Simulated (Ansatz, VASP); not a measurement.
One calculation of K, two programs

Contents of INCAR:

```
PREC = Accurate ; ENCUT = 520
EDIFF = 1E-6 ; ISMEAR = -1
SIGMA = 0.1 ; LREAL = F
LASPH = T ; NELM = 60
ALGO = Normal ; ISIF = 2
LWAVE = F ; LCHARG = F
GGA = B5 ; ALDAX = 1.0
AGGAX = 1.0 ; AGGAC = 1.0
ALDAC = 0.0 ; NBANDS = 10
```

KPOINTS

```
regular mesh
0
Gamma
  9 9 9
```

The input POSCAR:

```
K
1.0
    0.0000000000      3.2688428462      3.2688428462
    3.2688428462      0.0000000000      3.2688428462
    3.2688428462      3.2688428462      0.0000000000
K
1
Direct
    0.0000000000      0.0000000000      0.0000000000
```

Input for Ansatz:

```yaml
crystal:
  lattice:
    - [0.0, 3.2688428462, 3.2688428462]
    - [3.2688428462, 0.0, 3.2688428462]
    - [3.2688428462, 3.2688428462, 0.0]
  atoms:
    - { symbol: K, position: [0.0, 0.0, 0.0] }
hamiltonian:
  xc: blyp
  pseudopotentials:
    kind: paw
    azcp:
      K: "pseudopotentials/K.paw.azcp"
basis:
  ecutwfc: 420
  fft_grid_basis: typed
kpoints:
  mp_grid: { grid: [9, 9, 9], shift: [0, 0, 0] }
magnetization:
  spin_polarized: false
scf:
  occupations: { method: fermi_dirac, width: 0.1 }
  lower_state_search: "off"
output:
  stress: true
```

Alike in both runs: task single point; functional BLYP; k mesh 9 × 9 × 9; occupations fermi-dirac, width 0.1 eV; no spin polarisation.

|  | VASP | Ansatz |
| --- | --- | --- |
| version | VASP 6.6.1 | Ansatz 0.2.0 |
| potentials or method | VASP PAW PBE potentials, release 64 (K_sv), cutoff 520 eV | plane waves (420 eV) with PAW, scalar-relativistic |
| valence electrons in the cell | 9 | 9 |

|  | VASP | Ansatz | Ansatz less VASP |
| --- | --- | --- | --- |
| pressure (GPa) | 0.3 | 0.3 | +0.01 |

VASP's potentials were made for PBE, not for BLYP.
